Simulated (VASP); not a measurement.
# P (Cmce) in VASP: notebook

The runs below take P through single point, with PBE, r2SCAN, PBE+D3(BJ), PBE+D4.

Everything below comes from runs of VASP 6.6.1. Logs are shortened: lines on timing, memory, paths and dates and some standing lists are left out, and cuts for length are marked.

### 1 The cell of the first run

Symmetry: Cmce, No. 64, orthorhombic system. Conventional cell: a = 3.304 Å, b = 10.687 Å, c = 4.465 Å, α = 90.00°, β = 90.00°, γ = 90.00°. Within 2.9 Å of P (site symmetry m) lie 3 P at 2.21 to 2.25 Å.

### 2 Single point, PBE

Contents of INCAR:

```
ALGO = Normal
EDIFF = 1E-6
ENCUT = 520
GGA = PE
ISIF = 2
ISMEAR = -1
LASPH = True
LCHARG = True
LELF = True
LREAL = False
LVHAR = True
LWAVE = False
NBANDS = 18
NELM = 100
PREC = Accurate
SIGMA = 0.02
```

Contents of KPOINTS:

```
k-points
0
Gamma
  8 8 6
```

Contents of POSCAR:

```
P
1.0
    1.6518921842     -5.3432540627      0.0000000000
    1.6518921842      5.3432540627      0.0000000000
    0.0000000000      0.0000000000      4.4650360847
P
4
Direct
    0.9008923526      0.0991076474      0.0850440362
    0.5991076474      0.4008923526      0.5850440362
    0.0991076474      0.9008923526      0.9149559638
    0.4008923526      0.5991076474      0.4149559638
```

Potentials or basis: VASP PAW PBE potentials, release 64 (P).

The run is started by

```
$ cat potpaw_PBE.64/P/POTCAR > POTCAR
$ mpirun -np 1 vasp_std > vasp.out
```

OUTCAR:

```text
EDIFF = 1E-6
   ENCUT = 520
   GGA = PE
   ISIF = 2
   ISMEAR = -1
   LASPH = True
   LREAL = False
   NELM = 100
   PREC = Accurate

 ion  position               nearest neighbor table
   1  0.901  0.099  0.085-   4 2.21   4 2.21   3 2.25
   2  0.599  0.401  0.585-   3 2.21   3 2.21   4 2.25
   3  0.099  0.901  0.915-   2 2.21   2 2.21   1 2.25
   4  0.401  0.599  0.415-   1 2.21   1 2.21   2 2.25

  LATTYP: Found a base centered orthorhombic cell.
 ALAT       =     3.3037843684
 B/A-ratio  =     3.2346263962
 C/A-ratio  =     1.3514913768

  Lattice vectors:

 A1 = (   1.6518921842,  -5.3432540627,   0.0000000000)
 A2 = (   1.6518921842,   5.3432540627,   0.0000000000)
 A3 = (   0.0000000000,   0.0000000000,   4.4650360847)

Analysis of symmetry for initial positions (statically):
=====================================================================
 Subroutine PRICEL returns:
 Original cell was already a primitive cell.

 Routine SETGRP: Setting up the symmetry group for a
 base centered orthorhombic supercell.

 Subroutine GETGRP returns: Found  8 space group operations
 (whereof  4 operations were pure point group operations)
 out of a pool of  8 trial point group operations.

The static configuration has the point symmetry C_2h.
 The point group associated with its full space group is D_2h.

Analysis of symmetry for dynamics (positions and initial velocities):
=====================================================================
 Subroutine PRICEL returns:
 Original cell was already a primitive cell.

 Routine SETGRP: Setting up the symmetry group for a
 base centered orthorhombic supercell.

 Subroutine GETGRP returns: Found  8 space group operations
 (whereof  4 operations were pure point group operations)
 out of a pool of  8 trial point group operations.

The dynamic configuration has the point symmetry C_2h.
 The point group associated with its full space group is D_2h.

 Subroutine INISYM returns: Found  8 space group operations
 (whereof  4 operations are pure point group operations),
 and found     1 'primitive' translations

----------------------------------------------------------------------------------------

                                     Primitive cell

  volume of cell :      78.8211

  direct lattice vectors                    reciprocal lattice vectors
     1.651892184 -5.343254063  0.000000000     0.302683193 -0.093575936  0.000000000
     1.651892184  5.343254063  0.000000000     0.302683193  0.093575936  0.000000000
     0.000000000  0.000000000  4.465036085     0.000000000  0.000000000  0.223962356

  length of vectors
     5.592773173  5.592773173  4.465036085     0.316817883  0.316817883  0.223962356

  position of ions in fractional coordinates (direct lattice)
     0.900892353  0.099107647  0.085044036
     0.599107647  0.400892353  0.585044036
     0.099107647  0.900892353  0.914955964
     0.400892353  0.599107647  0.414955964

  ion indices of the primitive-cell ions
   primitive index   ion index
                 1           1
                 2           2
                 3           3
                 4           4

----------------------------------------------------------------------------------------

 KPOINTS: k-points

Automatic generation of k-mesh.
 Grid dimensions read from file:
 generate k-points for:    8    8    6

 Generating k-lattice:

  Cartesian coordinates                     Fractional coordinates (reciprocal lattice)
     0.037835399 -0.011696992  0.000000000     0.125000000  0.000000000  0.000000000
     0.037835399  0.011696992  0.000000000     0.000000000  0.125000000  0.000000000
     0.000000000  0.000000000  0.037327059     0.000000000  0.000000000  0.166666667

  Length of vectors
     0.039602235  0.039602235  0.037327059

  Shift w.r.t. Gamma in fractional coordinates (k-lattice)
     0.000000000  0.000000000  0.000000000

 Subroutine IBZKPT returns following result:
 ===========================================

 Found     84 irreducible k-points:

 Following reciprocal coordinates:
            Coordinates               Weight
  0.000000  0.000000  0.000000      1.000000
  0.125000  0.000000  0.000000      4.000000
  0.250000  0.000000  0.000000      4.000000
  0.375000 -0.000000  0.000000      4.000000
  0.500000  0.000000  0.000000      2.000000
  0.125000  0.125000  0.000000      2.000000
[... 16 lines left out ...]
  0.125000  0.000000  0.166667      8.000000
  0.250000  0.000000  0.166667      8.000000
 [... further k-points ...]
   k-points           NKPTS =     84   k-points in BZ     NKDIM =     84   number of bands    NBANDS=     18
   number of dos      NEDOS =    301   number of ions     NIONS =      4
   total plane-waves  NPLWV =  63504
   dimension x,y,z NGX =    42 NGY =   42 NGZ =   36
   dimension x,y,z NGXF=    84 NGYF=   84 NGZF=   72
   ions per type =               4
   NGX,Y,Z   is equivalent  to a cutoff of  12.48, 12.48, 13.40 a.u.
   NGXF,Y,Z  is equivalent  to a cutoff of  24.97, 24.97, 26.81 a.u.
 SYSTEM =  unknown system
   PREC   = accura    normal or accurate (medium, high low for compatibility)
   ISTART =      0    job   : 0-new  1-cont  2-samecut
   ICHARG =      2    charge: 1-file 2-atom 10-const
   ISPIN  =      1    spin polarized calculation?
   LNONCOLLINEAR =      F non collinear calculations
   LSORBIT =      F    spin-orbit coupling
   LASPH  =      T    aspherical Exc in radial PAW
   ENCUT  =  520.0 eV  38.22 Ry    6.18 a.u.  10.40 10.40  8.30*2*pi/ulx,y,z
   NELM   =    100;   NELMIN=  2; NELMDL= -5     # of ELM steps
   EDIFF  = 0.1E-05   stopping-criterion for ELM
   LREAL  =      F    real-space projection
   EDIFFG = 0.1E-04   stopping-criterion for IOM
   NSW    =      0    number of steps for IOM
   IBRION =     -1    ionic relax: 0-MD 1-quasi-New 2-CG
   NFREE  =      0    steps in history (QN), initial steepest desc. (CG)
   ISIF   =      2    stress and relaxation
   ISYM   =      2    0-nonsym 1-usesym 2-fastsym
   POTIM  = 0.5000    time-step for ionic-motion
   TEBEG  =    0.0;   TEEND  =   0.0 temperature during run
   PSTRESS=    0.0 pullay stress
   NELECT =      20.0000    total number of electrons
   NUPDOWN=      -1.0000    fix difference up-down
   EMIN   =  10.00;   EMAX   =-10.00  energy-range for DOS
   EFERMI =   0.00;   METHOD = LEGACY
   ISMEAR =    -1;   SIGMA  =   0.02  broadening in eV -4-tet -1-fermi 0-gaus
   EFERMI_NEDOS =   21; number of points for ismear=-14 and -15
   IALGO  =     38    algorithm
   IMIX   =      4    mixing-type and parameters
     AMIX     =   0.40;   BMIX     =  1.00
     AMIX_MAG =   1.60;   BMIX_MAG =  1.00
  volume/ion in A,a.u.               =      19.71       132.98
  Fermi-wavevector in a.u.,A,eV,Ry     =   1.036424  1.958557 14.615025  1.074174
  Thomas-Fermi vector in A             =   2.170814
   LORBIT       =      0    0 simple, 1 ext, 2 COOP (PROOUT), +10 PAW based schemes
   GGA     = PE    functional components
   LHFCALC =     F    Hartree Fock is set to
   AEXX    =    0.0000 exact exchange contribution
   IVDW    =     0    specifies the selected vdW correction
   LEPSILON=     F    determine dielectric tensor
   LRPA    =     F    only Hartree local field effects (RPA)
 non-spin polarized calculation
  energy-cutoff  :      520.00
  volume of cell :       78.82
 maximum number of plane-waves:      2145
 NGX is ok and might be reduce to    42
   NGX = 21   NGY = 21   NGZ = 17

 number of electron      20.0000000 magnetization

 Free energy of the ion-electron system (eV)
  ---------------------------------------------------
  ext. energy  EPLUGINS =         0.00000000
  ---------------------------------------------------
  free energy    TOTEN  =       -21.48499260 eV

  energy without entropy =      -21.48494811  energy(sigma->0) =      -21.48497035

 E-fermi :   6.3367     XC(G=0):  -9.6469

 val. band max:        6.2795144270   @ k =   0.5000   0.5000   0.0000
 cond. band min:       6.3938996356   @ k =   0.5000   0.5000   0.0000
 fundamental gap:      0.1143852085
 Fermi energy:         6.3367423607

 k-point     1 :       0.0000    0.0000    0.0000
  band No.  band energies     occupation
      1      -9.5672      2.00000
      2      -6.7043      2.00000
      3      -3.4174      2.00000
      4      -0.6192      2.00000
      5       1.3539      2.00000
      6       1.4134      2.00000
[... 10 lines left out ...]
     17      13.3293      0.00000
     18      13.6632      0.00000

 k-point     2 :       0.1250    0.0000    0.0000
  band No.  band energies     occupation
      1      -9.3742      2.00000
      2      -6.5277      2.00000
      3      -3.5175      2.00000
      4      -0.4421      2.00000
      5       0.9557      2.00000
      6       1.3335      2.00000
[... 10 lines left out ...]
     17      12.0549      0.00000
     18      13.2828      0.00000

 k-point     3 :       0.2500    0.0000    0.0000
  band No.  band energies     occupation
      1      -8.8018      2.00000
      2      -5.9977      2.00000
      3      -4.0671      2.00000
      4      -0.5750      2.00000
      5       0.0558      2.00000
      6       0.3695      2.00000
[... 10 lines left out ...]
     17      11.7311      0.00000
     18      13.0830      0.00000

 k-point     4 :       0.3750   -0.0000    0.0000
  band No.  band energies     occupation
      1      -7.8734      2.00000
      2      -5.2563      2.00000
      3      -5.1150      2.00000
      4      -2.3380      2.00000
      5       0.3521      2.00000
      6       0.6893      2.00000
[... 10 lines left out ...]
     17      12.8623      0.00000
     18      12.9677      0.00000

 k-point     5 :       0.5000    0.0000    0.0000
  band No.  band energies     occupation
      1      -6.6447      2.00000
      2      -6.6447      2.00000
      3      -3.8861      2.00000
      4      -3.8861      2.00000
      5       0.7986      2.00000
      6       0.7986      2.00000
[... 10 lines left out ...]
     17      12.7030      0.00000
     18      12.7030      0.00000

 k-point     6 :       0.1250    0.1250    0.0000
  band No.  band energies     occupation
      1      -8.8250      2.00000
      2      -5.9351      2.00000
      3      -4.0645      2.00000
      4      -0.5974      2.00000
      5      -0.0230      2.00000
      6       0.3615      2.00000
[... 10 lines left out ...]
     17      11.7547      0.00000
     18      13.6446      0.00000

 k-point     7 :       0.2500    0.1250    0.0000
  band No.  band energies     occupation
      1      -7.9151      2.00000
      2      -5.2263      2.00000
      3      -5.0015      2.00000
      4      -2.4318      2.00000
      5       0.3485      2.00000
      6       0.5658      2.00000
[... 10 lines left out ...]
     17      12.5784      0.00000
     18      13.8392      0.00000

 k-point     8 :       0.3750    0.1250    0.0000
  band No.  band energies     occupation
      1      -6.6949      2.00000
      2      -6.5908      2.00000
      3      -4.0269      2.00000
      4      -3.7438      2.00000
      5       0.7439      2.00000
      6       0.8450      2.00000
[... 10 lines left out ...]
     17      12.6583      0.00000
     18      12.9325      0.00000
[... 229 lines left out ...]
     17      11.9039      0.00000
     18      12.2668      0.00000

 k-point    20 :      -0.3750    0.3750    0.0000
  band No.  band energies     occupation
      1      -9.4147      2.00000
      2      -7.0746      2.00000
      3      -3.3241      2.00000
      4       0.0032      2.00000
      5       0.8171      2.00000
      6       0.8730      2.00000
[... 10 lines left out ...]
     17      12.0856      0.00000
     18      12.5454      0.00000

 k-point    21 :       0.5000    0.5000    0.0000
  band No.  band energies     occupation
      1      -9.3848      2.00000
      2      -7.1393      2.00000
      3      -3.3070      2.00000
      4       0.2572      2.00000
      5       0.6105      2.00000
      6       0.7310      2.00000
[... 10 lines left out ...]
     17      11.8557      0.00000
     18      11.9853      0.00000

 k-point    22 :       0.0000    0.0000    0.1667
  band No.  band energies     occupation
      1      -9.4175      2.00000
      2      -6.9329      2.00000
      3      -3.4426      2.00000
      4      -0.8082      2.00000
      5       0.9026      2.00000
      6       1.9516      2.00000
[... 10 lines left out ...]
     17      13.4979      0.00000
     18      14.1432      0.00000

 k-point    23 :       0.1250    0.0000    0.1667
  band No.  band energies     occupation
      1      -9.2258      2.00000
      2      -6.7586      2.00000
      3      -3.4937      2.00000
      4      -0.7070      2.00000
      5       0.8008      2.00000
      6       1.1182      2.00000
[... 10 lines left out ...]
     17      12.8941      0.00000
     18      13.4164      0.00000

 k-point    24 :       0.2500    0.0000    0.1667
  band No.  band energies     occupation
      1      -8.6579      2.00000
      2      -6.2500      2.00000
      3      -3.8910      2.00000
      4      -0.9852      2.00000
      5       0.0241      2.00000
      6       0.3947      2.00000
[... 10 lines left out ...]
     17      11.7873      0.00000
     18      13.1263      0.00000

 [... further k-points ...]

------------------------ aborting loop because EDIFF is reached ----------------------------------------

  FORCE on cell =-STRESS in cart. coord.  units (eV):
  Direction    XX          YY          ZZ          XY          YZ          ZX
  --------------------------------------------------------------------------------------
  -------------------------------------------------------------------------------------
  Total        0.6913518      0.8214208      0.8460343      0.0000000      0.0000000      0.0000000
  in kB       14.0529391     16.6968199     17.1971343      0.0000000      0.0000000      0.0000000
  external PRESSURE =      15.9822978 kB  Pullay stress =       0.0000000 kB

 VOLUME and BASIS-vectors are now :
 -----------------------------------------------------------------------------
  energy-cutoff  :      520.00
  volume of cell :       78.82
      direct lattice vectors                 reciprocal lattice vectors
     1.651892184 -5.343254063  0.000000000     0.302683193 -0.093575936  0.000000000
     1.651892184  5.343254063  0.000000000     0.302683193  0.093575936  0.000000000
     0.000000000  0.000000000  4.465036085     0.000000000  0.000000000  0.223962356

 POSITION                                       TOTAL-FORCE (eV/Angst)
 -----------------------------------------------------------------------------------
      1.65189     -4.28414      0.37972         0.000000      0.059257     -0.158490
      1.65189     -1.05911      2.61224         0.000000     -0.059257     -0.158490
      1.65189      4.28414      4.08531         0.000000     -0.059257      0.158490
      1.65189      1.05911      1.85279         0.000000      0.059257      0.158490
 -----------------------------------------------------------------------------------
    total drift:                                0.000000      0.000000     -0.000000

  FREE ENERGIE OF THE ION-ELECTRON SYSTEM (eV)
  ---------------------------------------------------
  free  energy   TOTEN  =       -21.4849925987 eV

  energy  without entropy=      -21.4849481064  energy(sigma->0) =      -21.48497035
```

It took 86 s on 1 thread of AMD EPYC 7R13 (Zen 3), shared host; peak memory 0.24 GiB.

Results:

| Quantity | Value |
| --- | --- |
| Free energy | -21.4850 eV |
| Pressure | 1.6 GPa |
| Largest force | 0.169 eV/Å |
| Band gap on the k mesh | 0.11 eV |

Forces in eV/Å, atoms in the order of the input:
```
P    0.000  0.059 -0.158
P    0.000 -0.059 -0.158
P    0.000 -0.059  0.158
P    0.000  0.059  0.158
```

Stress tensor (GPa, compression positive):
```
1.41 0.00 0.00
0.00 1.67 0.00
0.00 0.00 1.72
```

Levels at points of the mesh, in eV from the valence-band top:
| k point | band 7 | band 8 | band 9 | band 10 | band 11 | band 12 | band 13 | band 14 |
| --- | --- | --- | --- | --- | --- | --- | --- | --- |
| (0.00, 0.00, 0.00) | -4.07 | -2.87 | -2.60 | -1.34 | 0.58 | 1.04 | 1.87 | 2.90 |
| (0.50, 0.00, 0.00) | -3.40 | -3.40 | -2.71 | -2.71 | 0.69 | 0.69 | 1.31 | 1.31 |
| (0.50, 0.50, 0.00) | -4.21 | -2.37 | -1.62 | 0.00 | 0.11 | 0.71 | 2.15 | 2.74 |
| (0.00, 0.00, 0.50) | -3.25 | -3.25 | -1.51 | -1.51 | 1.40 | 1.40 | 2.72 | 2.72 |
| (0.50, 0.00, 0.50) | -5.46 | -5.46 | -1.92 | -1.92 | 1.62 | 1.62 | 3.63 | 3.63 |
| (0.50, 0.50, 0.50) | -2.72 | -2.72 | -1.84 | -1.84 | 1.37 | 1.37 | 2.52 | 2.52 |

### 3 Single point, r2SCAN

POSCAR is that of step 2.

Contents of INCAR.step1:

```
SYSTEM = P
PREC = Accurate
ENCUT = 520
ISMEAR = -1
SIGMA = 0.02
LREAL = .FALSE.
LASPH = .TRUE.
NELM = 80
NBANDS = 18
GGA = PE
ALGO = Normal
EDIFF = 1E-4
LWAVE = .TRUE.
LCHARG = .FALSE.
```

Contents of INCAR.step2:

```
SYSTEM = P
PREC = Accurate
ENCUT = 520
EDIFF = 1E-6
ISMEAR = -1
SIGMA = 0.02
LREAL = .FALSE.
LASPH = .TRUE.
NELM = 80
ALGO = Normal
ISIF = 2
LWAVE = .FALSE.
LCHARG = .FALSE.
METAGGA = R2SCAN
LMIXTAU = .TRUE.
NBANDS = 18
ISTART = 1
```

Contents of KPOINTS:

```
regular mesh
0
G
  8 8 6
  0 0 0
```

Potentials or basis: VASP PAW PBE potentials, release 64 (P).

The run is started by

```
$ cat potpaw_PBE.64/P/POTCAR > POTCAR
$ cp INCAR.step1 INCAR
$ mpirun -np 1 vasp_std > vasp.out
$ cp INCAR.step2 INCAR
$ mpirun -np 1 vasp_std > vasp.out
```

Run time: 6.4 min. Hardware: 1 thread of AMD EPYC 7R13 (Zen 3), shared host; peak memory 0.25 GiB.

It converged, with:

* Free energy: -35.9070 eV
* Pressure: 0.1 GPa
* Largest force: 0.154 eV/Å
* Band gap on the k mesh: 0.03 eV

Forces in eV/Å, atoms in the order of the input:
```
P    0.000 -0.105  0.113
P    0.000  0.105  0.113
P    0.000  0.105 -0.113
P    0.000 -0.105 -0.113
```

Stress tensor (GPa, compression positive):
```
-0.05  0.00  0.00
 0.00  0.17  0.00
 0.00  0.00  0.03
```

Levels at points of the mesh, in eV from the valence-band top:
```
           k point  band 6  band 7  band 8  band 9  band 10  band 11  band 12  band 13  band 14  band 15
(0.00, 0.00, 0.00)   -5.10   -4.44   -3.11   -2.90    -1.52     0.60     1.18     2.01     2.98     5.53
(0.50, 0.00, 0.00)   -5.89   -3.69   -3.69   -2.90    -2.90     0.80     0.80     1.40     1.40     3.42
(0.50, 0.50, 0.00)   -5.84   -4.58   -2.67   -1.81     0.00     0.03     0.84     2.32     2.82     5.66
(0.00, 0.00, 0.50)   -4.92   -3.59   -3.59   -1.70    -1.70     1.56     1.56     2.81     2.81     4.90
(0.50, 0.00, 0.50)   -6.09   -5.76   -5.76   -2.13    -2.13     1.73     1.73     3.78     3.78     5.46
(0.50, 0.50, 0.50)   -3.62   -2.98   -2.98   -2.01    -2.01     1.50     1.50     2.70     2.70     3.15
```

Caveat: the PAW data sets were made with another functional, which shifts forces and pressure a little. A k mesh can miss the band edges.

[end of part 1 of 2]
